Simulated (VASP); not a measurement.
Write the native input for VASP 6.6.1 that does the following.

```
Task                   : single point
Functional             : PBE
Potentials or basis    : VASP PAW PBE potentials, release 64 (Mg, O)
Cutoff                 : 520 eV
k mesh                 : 9 × 9 × 2
Occupations            : gaussian, width 0.05 eV
Spin                   : no spin polarisation
Dipole correction      : no
Further INCAR settings : ALGO = Normal; EDIFF = 1e-06; NBANDS = 26
```

The structure of MgO lies in POSCAR:

```
MgO
1.0
    3.4446000000      0.0000000000      0.0000000000
   -1.7223000000      2.9831111059      0.0000000000
    0.0000000000      0.0000000000     11.0746000000
Mg O
4 4
Direct
    0.3333333333      0.6666666667      0.9694906392
    0.0000000000      0.0000000000      0.2208211786
    0.0000000000      0.0000000000      0.7208211786
    0.6666666667      0.3333333333      0.4694906392
    0.3333333333      0.6666666667      0.7800420079
    0.0000000000      0.0000000000      0.5296443544
    0.0000000000      0.0000000000      0.0296443544
    0.6666666667      0.3333333333      0.2800420079
```

The input as run:

INCAR

```
SYSTEM = MgO
PREC = Accurate
ENCUT = 520
EDIFF = 1E-6
ISMEAR = 0
SIGMA = 0.05
LREAL = .False.
LASPH = .True.
NELM = 80
ALGO = Normal
ISIF = 2
LWAVE = .False.
LCHARG = .False.
GGA = PE
NBANDS = 26
```

KPOINTS

```
Automatic mesh
0
Gamma
  9 9 2
  0 0 0
```

Potentials or basis: VASP PAW PBE potentials, release 64 (Mg, O).

The run is started by

```bash
$ cat potpaw_PBE.64/Mg/POTCAR potpaw_PBE.64/O/POTCAR > POTCAR
$ mpirun -np 1 vasp_std > vasp.out
```

It gave:

The pressure is -13.0 GPa and the largest force is 0.059 eV/Å. The band gap on the k mesh is 2.69 eV, direct.

Wall time 55 s on 1 thread of Intel(R) Xeon(R) 6975P-C (Granite Rapids), with other jobs on the host, peak memory 0.25 GiB.
